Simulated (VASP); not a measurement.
# C127N (a cell with a defect) in VASP: single point with PBEsol

Aim: the single point of C127N (a cell with a defect) with PBEsol.

Program: VASP 6.6.1. These are calculated values, not measurements. Logs are shortened: lines on timing, memory, paths and dates and some standing lists are left out, and cuts for length are marked.

## 1. The cell of the first run

The cell holds a defect, 128 atoms: a = 10.052 Å, b = 10.052 Å, c = 10.052 Å, α = 60.00°, β = 60.00°, γ = 60.00°.

## 2. Single point, PBEsol

INCAR

```
  PREC = Accurate
  ENCUT = 520
  EDIFF = 1E-6
  ISMEAR = -1
  SIGMA = 0.05
  LREAL = Auto
  LASPH = True
  NELM = 120
  ALGO = Normal
  ISIF = 2
  LWAVE = False
  LCHARG = False
  GGA = PS
  NELECT = 514.0
  ISYM = -1
  NBANDS = 326
  GGA_COMPAT = False
```

KPOINTS

```
explicit points
1
Reciprocal
  0.25000000   0.25000000   0.25000000 1
```

POSCAR

```
C127N
1.0
    0.0000000000      7.1076060000      7.1076060000
    7.1076060000      0.0000000000      7.1076060000
    7.1076060000      7.1076060000      0.0000000000
C N
127 1
Direct
    0.0001760000      0.9997300000      0.9998500000
    0.4997830000      0.9999360000      0.0000510000
    0.9981250000      0.5000630000      0.0010830000
    0.9980800000      0.0010140000      0.5001830000
    0.2505430000      0.2496240000      0.2497320000
    0.4997300000      0.4997060000      0.0000180000
[... 120 lines left out ...]
    0.5622150000      0.8124650000      0.8125770000
    0.5383600000      0.4865740000      0.4867400000
```

Potentials or basis: VASP PAW PBE potentials, release 64 (C, N).

The run is started by

```bash
> cat potpaw_PBE.64/C/POTCAR potpaw_PBE.64/N/POTCAR > POTCAR
> mpirun -np 1 vasp_std > vasp.out
```

OUTCAR:

```text
PREC = Accurate
   ENCUT = 520
   EDIFF = 1E-6
   ISMEAR = -1
   LREAL = Auto
   LASPH = True
   NELM = 120
   ISIF = 2
   GGA = PS
   NELECT = 514.0
   ISYM = -1

 ion  position               nearest neighbor table
   1  0.000  1.000  1.000-  54 1.54  84 1.54  16 1.54 113 1.54
   2  0.500  1.000  0.000- 112 1.54  17 1.54  58 1.55  87 1.55
   3  0.998  0.500  0.001- 118 1.51  60 1.52  80 1.54  18 1.54
   4  0.998  0.001  0.500- 119 1.51  92 1.52  48 1.54  19 1.54
   5  0.251  0.250  0.250- 114 1.53  81 1.54  49 1.54  20 1.54
   6  0.500  0.500  0.000- 115 1.54  82 1.54  62 1.55  21 1.55
[... 113 lines left out ...]
 120  0.062  0.813  0.313-  32 1.53  76 1.54 104 1.54  10 1.54
 121  0.062  0.313  0.813-  64 1.53  44 1.54 105 1.54  11 1.54
 122  0.277  0.575  0.575-  77 1.45  45 1.45 106 1.46
 123  0.563  0.812  0.313-  78 1.53 107 1.53  34 1.54  12 1.54
 124  0.563  0.313  0.812-  46 1.53 108 1.53  66 1.54  13 1.54
 125  0.813  0.562  0.562-   9 1.52 109 1.52  47 1.54  79 1.54
 126  0.062  0.812  0.813-  68 1.54  38 1.54  14 1.54 110 1.54
 127  0.562  0.812  0.813-  15 1.54  71 1.54  42 1.54 111 1.55
 128  0.538  0.487  0.487-  89 1.44  56 1.44  27 1.45

IMPORTANT INFORMATION: All symmetrisations will be switched off!
NOSYMM: (Re-)initialisation of all symmetry stuff for point group C_1.

----------------------------------------------------------------------------------------

                                     Primitive cell

  volume of cell :     718.1250

  direct lattice vectors                    reciprocal lattice vectors
     0.000000000  7.107606000  7.107606000    -0.070347175  0.070347175  0.070347175
     7.107606000  0.000000000  7.107606000     0.070347175 -0.070347175  0.070347175
     7.107606000  7.107606000  0.000000000     0.070347175  0.070347175 -0.070347175

  length of vectors
    10.051672801 10.051672801 10.051672801     0.121844881  0.121844881  0.121844881

  position of ions in fractional coordinates (direct lattice)
     0.000176000  0.999730000  0.999850000
     0.499783000  0.999936000  0.000051000
     0.998125000  0.500063000  0.001083000
     0.998080000  0.001014000  0.500183000
     0.250543000  0.249624000  0.249732000
     0.499730000  0.499706000  0.000018000
[... 120 lines left out ...]
     0.562215000  0.812465000  0.812577000
     0.538360000  0.486574000  0.486740000

  ion indices of the primitive-cell ions
   primitive index   ion index
                 1           1
                 2           2
                 3           3
[... 153 lines left out ...]
   EDIFFG = 0.1E-04   stopping-criterion for IOM
   NSW    =      0    number of steps for IOM
   IBRION =     -1    ionic relax: 0-MD 1-quasi-New 2-CG
   NFREE  =      0    steps in history (QN), initial steepest desc. (CG)
   ISIF   =      2    stress and relaxation
   ISYM   =     -1    0-nonsym 1-usesym 2-fastsym
   POTIM  = 0.5000    time-step for ionic-motion
   TEBEG  =    0.0;   TEEND  =   0.0 temperature during run
   PSTRESS=    0.0 pullay stress
   NELECT =     514.0000    total number of electrons
   NUPDOWN=      -1.0000    fix difference up-down
   EMIN   =  10.00;   EMAX   =-10.00  energy-range for DOS
   EFERMI =   0.00;   METHOD = LEGACY
   ISMEAR =    -1;   SIGMA  =   0.05  broadening in eV -4-tet -1-fermi 0-gaus
   EFERMI_NEDOS =   21; number of points for ismear=-14 and -15
   IALGO  =     38    algorithm
   IMIX   =      4    mixing-type and parameters
     AMIX     =   0.40;   BMIX     =  1.00
     AMIX_MAG =   1.60;   BMIX_MAG =  1.00
  volume/ion in A,a.u.               =       5.61        37.86
  Fermi-wavevector in a.u.,A,eV,Ry     =   1.464409  2.767333 29.177627  2.144495
  Thomas-Fermi vector in A             =   2.580389
   LORBIT       =      0    0 simple, 1 ext, 2 COOP (PROOUT), +10 PAW based schemes
   GGA     = PS    functional components
   LHFCALC =     F    Hartree Fock is set to
   AEXX    =    0.0000 exact exchange contribution
   IVDW    =     0    specifies the selected vdW correction
   LEPSILON=     F    determine dielectric tensor
   LRPA    =     F    only Hartree local field effects (RPA)
 non-spin polarized calculation
  energy-cutoff  :      520.00
  volume of cell :      718.12
 maximum number of plane-waves:     19360
 NGX is ok and might be reduce to    80
   NGX = 37   NGY = 37   NGZ = 37

 number of electron     513.9999949 magnetization

 Free energy of the ion-electron system (eV)
  ---------------------------------------------------
  ext. energy  EPLUGINS =         0.00000000
  ---------------------------------------------------
  free energy    TOTEN  =     -1210.08286049 eV

  energy without entropy =    -1210.08284257  energy(sigma->0) =    -1210.08285153

 E-fermi :  13.6701     XC(G=0): -13.4936

 val. band max:       13.0737284386   @ k =   0.2500   0.2500   0.2500
 cond. band min:      14.3109487357   @ k =   0.2500   0.2500   0.2500
 fundamental gap:      1.2372202971
 Fermi energy:        13.6701423662

 k-point     1 :       0.2500    0.2500    0.2500
  band No.  band energies     occupation
      1     -11.8342      2.00000
      2     -11.0775      2.00000
      3     -10.6576      2.00000
      4     -10.2995      2.00000
      5     -10.2723      2.00000
      6     -10.1493      2.00000
[... 261 lines left out ...]
    268      15.1283      0.00000
    269      15.1284      0.00000
 [bands above 269 left out]

------------------------ aborting loop because EDIFF is reached ----------------------------------------

  FORCE on cell =-STRESS in cart. coord.  units (eV):
  Direction    XX          YY          ZZ          XY          YZ          ZX
  --------------------------------------------------------------------------------------
  -------------------------------------------------------------------------------------
  Total       29.3166398     27.5661008     27.5681527    -15.9379389      3.9940204    -15.9292882
  in kB       65.4070771     61.5015258     61.5061037    -35.5584408      8.9108849    -35.5391405
  external PRESSURE =      62.8049022 kB  Pullay stress =       0.0000000 kB

 VOLUME and BASIS-vectors are now :
 -----------------------------------------------------------------------------
  energy-cutoff  :      520.00
  volume of cell :      718.12
      direct lattice vectors                 reciprocal lattice vectors
     0.000000000  7.107606000  7.107606000    -0.070347175  0.070347175  0.070347175
     7.107606000  0.000000000  7.107606000     0.070347175 -0.070347175  0.070347175
     7.107606000  7.107606000  0.000000000     0.070347175  0.070347175 -0.070347175

 POSITION                                       TOTAL-FORCE (eV/Angst)
 -----------------------------------------------------------------------------------
     14.21223      7.10779      7.10694        -0.003881      0.000278      0.000843
      7.10751      3.55262     10.65941        -0.001671     -0.003440     -0.005028
      3.56195      7.10198     10.64853        -0.005572      0.006174      0.008173
      3.56231     10.64906      7.10117        -0.010447      0.011859      0.009733
      3.54923      3.55576      3.55499        -0.002471      0.003557      0.001931
      3.55184      3.55201      7.10360        -0.000938     -0.001379      0.003124
[... 120 lines left out ...]
     11.55016      9.77148      9.77068         0.000093      0.000123     -0.002212
      6.91793      7.28601      7.28483        -0.002039     -0.010056     -0.001539
 -----------------------------------------------------------------------------------
    total drift:                               -0.047603     -0.002146     -0.027816

  FREE ENERGIE OF THE ION-ELECTRON SYSTEM (eV)
  ---------------------------------------------------
  free  energy   TOTEN  =     -1210.0828604891 eV

  energy  without entropy=    -1210.0828425731  energy(sigma->0) =    -1210.08285153
```

OSZICAR:

```text
N       E                     dE             d eps       ncg     rms          rms(c)
DAV:   1     0.172812486072E+04    0.17281E+04   -0.27723E+05   652   0.156E+03
DAV:   2    -0.110459289172E+04   -0.28327E+04   -0.27076E+04   802   0.300E+02
DAV:   3    -0.125328391630E+04   -0.14869E+03   -0.14708E+03   784   0.661E+01
DAV:   4    -0.125665379726E+04   -0.33699E+01   -0.33543E+01   792   0.999E+00
DAV:   5    -0.125673540928E+04   -0.81612E-01   -0.81482E-01   784   0.150E+00    0.461E+01
DAV:   6    -0.122148200513E+04    0.35253E+02   -0.27486E+01   736   0.934E+00    0.269E+01
DAV:   7    -0.121008077065E+04    0.11401E+02   -0.31361E+01   752   0.940E+00    0.638E+00
DAV:   8    -0.121010491548E+04   -0.24145E-01   -0.14046E+00   752   0.234E+00    0.254E+00
DAV:   9    -0.121009792914E+04    0.69863E-02   -0.39392E-01   784   0.125E+00    0.937E-01
DAV:  10    -0.121008297462E+04    0.14955E-01   -0.98290E-02   752   0.642E-01    0.204E-01
DAV:  11    -0.121008321266E+04   -0.23804E-03   -0.12774E-02   776   0.218E-01    0.185E-01
DAV:  12    -0.121008288042E+04    0.33223E-03   -0.15285E-03   768   0.843E-02    0.121E-01
DAV:  13    -0.121008287968E+04    0.73920E-06   -0.44900E-04   784   0.407E-02    0.564E-02
DAV:  14    -0.121008286555E+04    0.14131E-04   -0.37955E-04   832   0.421E-02    0.188E-02
DAV:  15    -0.121008286023E+04    0.53197E-05   -0.65725E-05   744   0.167E-02    0.953E-03
DAV:  16    -0.121008286094E+04   -0.70996E-06   -0.11653E-05   752   0.602E-03    0.366E-03
DAV:  17    -0.121008286049E+04    0.45212E-06   -0.10294E-06   432   0.215E-03
   1 F= -.12100829E+04 E0= -.12100829E+04  d E =-.179160E-04
```

stdout:

```text
POSCAR found type information on POSCAR C N
 POSCAR found :  2 types and     128 ions
 scaLAPACK will be used
 -----------------------------------------------------------------------------
|                                                                             |
|                                                                             |
|     You enforced a specific xc type in the INCAR file but a different       |
|     I HOPE YOU KNOW WHAT YOU ARE DOING!                                     |
|                                                                             |
 -----------------------------------------------------------------------------

 LDA part: xc-table for (Slater+PW92), standard interpolation
 POSCAR, INCAR and KPOINTS ok, starting setup
 FFT: planning ... GRIDC
 FFT: planning ... GRID_SOFT
 FFT: planning ... GRID
 WAVECAR not read
 entering main loop
 the old and the new charge density differ
 old charge density:   513.00000 new  513.99999
    0.461E+01
```

Run time: 13 min. Hardware: 1 thread of Intel Xeon Platinum 8259CL at 2.50GHz (Skylake/Cascade Lake), shared host; peak memory 1 GiB.

Results:

```
Free energy   : -1210.0829 eV
Largest force : 0.038 eV/Å
```

Forces in eV/Å, atoms in the order of the input:
```
C   -0.004  0.000  0.001
C   -0.002 -0.003 -0.005
C   -0.006  0.006  0.008
C   -0.010  0.012  0.010
C   -0.002  0.004  0.002
C   -0.001 -0.001  0.003
C   -0.001 -0.004 -0.003
C    0.002  0.003 -0.003
C   -0.005  0.010  0.011
C    0.002 -0.006  0.001
C   -0.002  0.000 -0.006
C    0.003 -0.001  0.000
C   -0.002  0.004 -0.001
C    0.010 -0.001  0.005
C    0.001 -0.001 -0.001
C   -0.002  0.003  0.000
C   -0.004  0.002 -0.003
C    0.000 -0.003  0.000
C   -0.004  0.000 -0.004
C    0.002  0.002  0.000
C   -0.004 -0.009  0.004
C   -0.009  0.001 -0.007
C    0.011 -0.006 -0.009
C    0.008 -0.001  0.006
C    0.003 -0.003  0.006
C    0.004  0.013 -0.006
C    0.032 -0.008  0.003
C   -0.002  0.002 -0.001
C   -0.004  0.001  0.000
C   -0.003 -0.002 -0.002
C   -0.007  0.001 -0.001
C    0.001  0.000  0.000
C    0.002  0.001 -0.006
C    0.001 -0.001 -0.005
C   -0.002  0.002 -0.001
C    0.006 -0.002 -0.012
C   -0.003  0.001  0.000
C   -0.003 -0.001  0.000
C   -0.002  0.000 -0.005
C    0.007 -0.002  0.002
C    0.000  0.000 -0.001
C    0.000 -0.002  0.000
C   -0.006  0.007  0.012
C   -0.001  0.002  0.013
C   -0.002 -0.002  0.020
C    0.005 -0.005  0.011
C    0.000  0.001  0.006
C   -0.004  0.005 -0.004
C   -0.001  0.001  0.000
C   -0.004  0.002 -0.002
C   -0.001  0.002  0.000
C    0.002  0.003  0.000
C    0.002  0.004 -0.004
C   -0.003  0.001 -0.002
C   -0.008 -0.002 -0.004
C    0.005 -0.037 -0.007
C   -0.004  0.002 -0.003
C    0.000  0.014 -0.010
C    0.002 -0.015 -0.004
C    0.008 -0.005 -0.004
C    0.001 -0.005  0.006
C    0.010  0.010  0.002
C   -0.001  0.006  0.002
C   -0.002  0.001 -0.001
C    0.006 -0.002  0.006
C   -0.001  0.002 -0.003
C   -0.002 -0.001 -0.001
C   -0.001 -0.001  0.000
C    0.002 -0.007 -0.003
C    0.000 -0.002 -0.002
C    0.002  0.000 -0.002
C   -0.004 -0.001  0.001
C    0.002  0.005 -0.011
C    0.001  0.012 -0.001
C   -0.003 -0.005  0.003
C   -0.002  0.011  0.008
C    0.007  0.022 -0.001
C    0.010  0.001  0.003
C   -0.002 -0.002  0.005
C   -0.001 -0.004  0.002
C   -0.002  0.003 -0.005
C   -0.003  0.000 -0.002
C   -0.004  0.003  0.001
C   -0.003  0.000 -0.001
C    0.001  0.000  0.004
C   -0.007 -0.007  0.001
C    0.001 -0.007  0.007
C    0.000 -0.001 -0.001
C    0.002 -0.015 -0.024
C    0.009 -0.008 -0.014
C   -0.004  0.001  0.000
C   -0.004  0.001 -0.009
C    0.007  0.009  0.003
C    0.008  0.001  0.011
C    0.001  0.000  0.007
C   -0.003  0.000 -0.001
C   -0.002  0.000  0.000
C    0.013  0.000 -0.003
C    0.007  0.001  0.001
C    0.009  0.000  0.006
C    0.000  0.005 -0.003
C    0.000  0.000  0.000
C   -0.001 -0.001  0.003
C    0.000  0.001 -0.001
C   -0.002  0.002 -0.001
C   -0.024 -0.005  0.006
C    0.000 -0.002 -0.003
C   -0.011 -0.006 -0.003
C   -0.006  0.008  0.007
C   -0.008  0.004  0.011
C    0.008  0.002  0.008
C    0.004  0.001 -0.003
C    0.000  0.000 -0.003
C    0.004 -0.002 -0.004
C    0.001  0.000 -0.005
C   -0.002 -0.005 -0.002
C   -0.002  0.004  0.003
C    0.008 -0.008 -0.005
C   -0.002  0.001 -0.010
C    0.001  0.002 -0.002
C    0.002  0.000 -0.002
C   -0.022 -0.002  0.015
C    0.000  0.002  0.008
C   -0.001  0.005  0.002
C    0.008  0.000  0.004
C    0.000 -0.002 -0.003
C    0.000  0.000 -0.002
N   -0.002 -0.010 -0.002
```

Caveat: the cell carries a net charge on a neutralising background, which shifts energy and pressure; the cell is charged against a uniform background, so pressure and absolute levels hang on convention; the PAW data sets were made with another functional, which shifts forces and pressure a little.
